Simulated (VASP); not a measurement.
# Cu (Fm-3m) in VASP: a series of runs, part 2 of 2

VASP 6.6.1.

## (4) Relaxation of cell and atoms, PBE+D3(BJ), target pressure 21.1 GPa, at which the enthalpy is minimised

This run uses another cell than the first one, of 10.25 Å³/atom, 0.868 times its volume.

Contents of INCAR:

```
ALGO = Normal ; EDIFF = 1E-6
EDIFFG = -0.002 ; ENCUT = 600
GGA = PE ; IBRION = 2
ISIF = 3 ; ISMEAR = 0
IVDW = 12 ; LASPH = T
LCHARG = F ; LREAL = F
LWAVE = F ; NELM = 100
NSW = 100 ; PREC = Accurate
PSTRESS = 211.0 ; SIGMA = 0.1
```

Contents of KPOINTS:

```
k-points
0
Gamma
  20 20 20
```

Contents of POSCAR:

```
Cu
1.0
    0.0000000000      1.7238839375      1.7238839375
    1.7238839375      0.0000000000      1.7238839375
    1.7238839375      1.7238839375      0.0000000000
Cu
1
Direct
    0.0000000000      0.0000000000      0.0000000000
```

Run with:

```sh
$ cat potpaw_PBE.64/Cu/POTCAR > POTCAR
$ mpirun -np 1 vasp_std > vasp.out
```

Wall time 54 s (1 thread of AMD EPYC 9R45 (Zen 5), shared host); peak memory 0.13 GiB.

Results (log left out):

```yaml
Free_energy: -4.2550 eV
Relaxed_volume: 10.27 Å³/atom
Relaxed_cell: a = 2.440 Å, b = 2.440 Å, c = 2.440 Å, α = 60.00°, β = 60.00°, γ = 60.00°
Space_group_after_relaxing_to_0.05_Å: Fm-3m (No. 225)
Energy_change_on_relaxing_the_enthalpy_is_what_falls: -3.1 meV/atom
Ionic_steps: 12
Pressure_after_relaxing: 21.1 GPa
Dispersion_energy_per_atom: -0.674 eV
```

Step by step:
```csv
step,energy change (eV),largest force (eV/Å),pressure (GPa),volume (Å³)
1,0.0000,0.0000,21.70,10.25
2,-0.0075,0.0000,20.41,10.30
3,-0.0027,0.0000,21.14,10.27
4,-0.0030,0.0000,21.14,10.27
5,-0.0052,0.0000,20.75,10.29
6,-0.0032,0.0000,21.06,10.27
7,-0.0031,0.0000,21.15,10.27
8,-0.0031,0.0000,20.73,10.27
9,-0.0031,0.0000,21.40,10.27
10,-0.0031,0.0000,20.98,10.27
11,-0.0031,0.0000,21.15,10.27
12,-0.0031,0.0000,21.08,10.27
```

Final structure:
```yaml
crystal:
  lattice:
    - [0.00000, 1.72518, 1.72518]
    - [1.72518, 0.00000, 1.72518]
    - [1.72518, 1.72518, 0.00000]
  atoms:
    - { symbol: Cu, position: [0.00000, 0.00000, 0.00000] }
```

Levels at points of the mesh, in eV from the Fermi level:
| k point | band 4 | band 5 | band 6 | band 7 | band 8 | band 9 |
| --- | --- | --- | --- | --- | --- | --- |
| (0.00, 0.00, 0.00) | -3.50 | -2.48 | -2.48 | 23.69 | 27.46 | 27.46 |
| (0.50, 0.00, 0.00) | -1.77 | -1.77 | -1.43 | 4.52 | 22.12 | 24.34 |
| (0.50, 0.50, 0.00) | -1.59 | -1.59 | 1.39 | 8.14 | 14.21 | 14.21 |

Caveat: the cell is relaxed towards a set pressure, so the enthalpy falls and the energy may rise; pairwise dispersion overbinds metals, which lowers pressure and volume.

## (5) Relaxation of cell and atoms, PBE+D3(BJ), target pressure 21.1 GPa, at which the enthalpy is minimised

Contents of INCAR:

```
PREC     = Accurate       # precision mode
ENCUT    = 600            # plane-wave cutoff, eV
EDIFF    = 1E-7           # SCF threshold, eV
ISMEAR   = 0              # smearing method
SIGMA    = 0.1            # smearing width, eV
LREAL    = F              # projectors in reciprocal space
LASPH    = T              # aspherical terms in the spheres
NELM     = 100            # most SCF steps
ALGO     = Normal         # electronic algorithm
ISIF     = 3              # what is computed and relaxed
LWAVE    = F              # write WAVECAR
LCHARG   = F              # write CHGCAR
GGA      = PE             # functional
IVDW     = 12             # dispersion correction
IBRION   = 2              # ionic algorithm
NSW      = 100            # ionic steps
EDIFFG   = -0.002         # ionic threshold
PSTRESS  = 211.0
```

Contents of KPOINTS:

```
Automatic mesh
0
Gamma
  20 20 20
```

Contents of POSCAR:

```
Cu
1.0
    0.0000000000      1.8075000000      1.8075000000
    1.8075000000      0.0000000000      1.8075000000
    1.8075000000      1.8075000000      0.0000000000
Cu
1
Direct
    0.0000000000      0.0000000000      0.0000000000
```

Run with:

```sh
$ cat potpaw_PBE.64/Cu/POTCAR > POTCAR
$ mpirun -np 1 vasp_std > vasp.out
```

Wall time 78 s (1 thread of AMD EPYC 9R45 (Zen 5), shared host); peak memory 0.14 GiB.

It converged, with:

```yaml
Free_energy: -4.2554 eV
Relaxed_volume: 10.27 Å³/atom
Relaxed_cell: a = 2.440 Å, b = 2.440 Å, c = 2.440 Å, α = 60.00°, β = 60.00°, γ = 60.00°
Space_group_after_relaxing_to_0.05_Å: Fm-3m (No. 225)
Energy_change_on_relaxing_the_enthalpy_is_what_falls: +55.7 meV/atom
Ionic_steps: 8
Pressure_after_relaxing: 21.1 GPa
Dispersion_energy_per_atom: -0.674 eV
```

The path:
```tsv
step	energy change (eV)	largest force (eV/Å)	pressure (GPa)	volume (Å³)
1	0.0000	0.0000	-5.85	11.81
2	0.5129	0.0000	82.85	8.73
3	0.0491	0.0000	19.79	10.32
4	0.0543	0.0000	20.83	10.28
5	0.0581	0.0000	21.58	10.25
6	0.0528	0.0000	20.52	10.29
7	0.0559	0.0000	21.14	10.26
8	0.0557	0.0000	21.10	10.27
```

Final structure:
```
Cu
1.0
     0.00000    1.72503    1.72503
     1.72503    0.00000    1.72503
     1.72503    1.72503    0.00000
Cu
1
Direct
  0.00000 0.00000 0.00000
```

Levels at points of the mesh, in eV from the Fermi level:
| k point | band 3 | band 4 | band 5 | band 6 | band 7 | band 8 | band 9 |
| --- | --- | --- | --- | --- | --- | --- | --- |
| (0.00, 0.00, 0.00) | -3.50 | -3.50 | -2.48 | -2.48 | 23.70 | 27.46 | 27.46 |
| (0.50, 0.00, 0.00) | -3.55 | -1.77 | -1.77 | -1.43 | 4.52 | 22.12 | 24.34 |
| (0.50, 0.50, 0.00) | -1.80 | -1.60 | -1.60 | 1.39 | 8.15 | 14.21 | 14.21 |

Caveat: the cell is relaxed towards a set pressure, so the enthalpy falls and the energy may rise; pairwise dispersion overbinds metals, which lowers pressure and volume.

## (6) The runs side by side

| task | cell | k mesh | cutoff (eV) | gap on the mesh (eV) | pressure (GPa) |
| --- | --- | --- | --- | --- | --- |
| single point | a = 2.556 Å, angles 60.0°, 1 atom | 8 × 8 × 8 | 520 | none | -5.1 |
| single point | a = 2.438 Å, angles 60.0°, 1 atom | 20 × 20 × 20 | 520 | none | 21.5 |
| relaxation of cell and atoms | relaxed to 21.1 GPa from a = 2.438 Å, angles 60.0°, 1 atom | 20 × 20 × 20 | 600 | none | 21.1 |
| relaxation of cell and atoms | relaxed to 21.1 GPa from a = 2.556 Å, angles 60.0°, 1 atom | 20 × 20 × 20 | 600 | none | 21.1 |

Alike in all rows: level PBE+D3(BJ); potentials or basis VASP PAW PBE potentials, release 64 (Cu); no spin polarisation; smearing gaussian 0.1 eV.

Caveats: some runs use coarse meshes; pairwise dispersion overbinds metals, which lowers pressure and volume; the cell is relaxed towards a set pressure, so the enthalpy falls and the energy may rise (some runs).

Total energies depend on the potentials used, so only differences within one code and one set of settings carry meaning.
